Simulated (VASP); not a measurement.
Here is a VASP 6.6.1 calculation.

File INCAR:

```
SYSTEM = Be3N2
ALGO = Normal
EDIFF = 1E-8
ENCUT = 520
GGA = PS
IBRION = 8
ISIF = 2
ISMEAR = 0
LASPH = .True.
LCHARG = .False.
LEPSILON = .True.
LREAL = .False.
LWAVE = .False.
NBANDS = 16
NELM = 100
NSW = 1
PREC = Accurate
SIGMA = 0.01
```

KPOINTS

```
k-points
0
Gamma
  9 9 9
  0 0 0
```

POSCAR

```
Be3N2
1.0
    1.4175458648      0.8184204866      4.8523276443
   -1.4175458648      0.8184204866      4.8523276443
    0.0000000000     -1.6368409733      4.8523276443
Be N
3 2
Direct
    0.8589138259      0.8589138259      0.8589138259
    0.3176457750      0.3176457750      0.3176457750
    0.0888920371      0.0888920371      0.0888920371
    0.2041814104      0.2041814104      0.2041814104
    0.7084669516      0.7084669516      0.7084669516
```

Potentials or basis: VASP PAW PBE potentials, release 64 (Be, N).

Launch:

```sh
$ cat potpaw_PBE.64/Be/POTCAR potpaw_PBE.64/N/POTCAR > POTCAR
$ mpirun -np 1 vasp_std > vasp.out
```

Task: Estimate the electronic dielectric tensor (diagonal).

Result: 4.63, 4.63, 5.16.

Task: Estimate the Born charges (mean of the diagonal).

Result: Be +1.63, +1.86, +1.65; N -2.40, -2.74 e.

Task: What does it give for the highest phonon frequency at Γ?

Result: 940 cm⁻¹.

Phonon frequencies in cm⁻¹ (negative: imaginary):
| q point | frequencies |
| --- | --- |
| (0.000, 0.000, 0.000) | 0 0 0 354 354 402 475 475 599 599 707 843 931 940 940 |
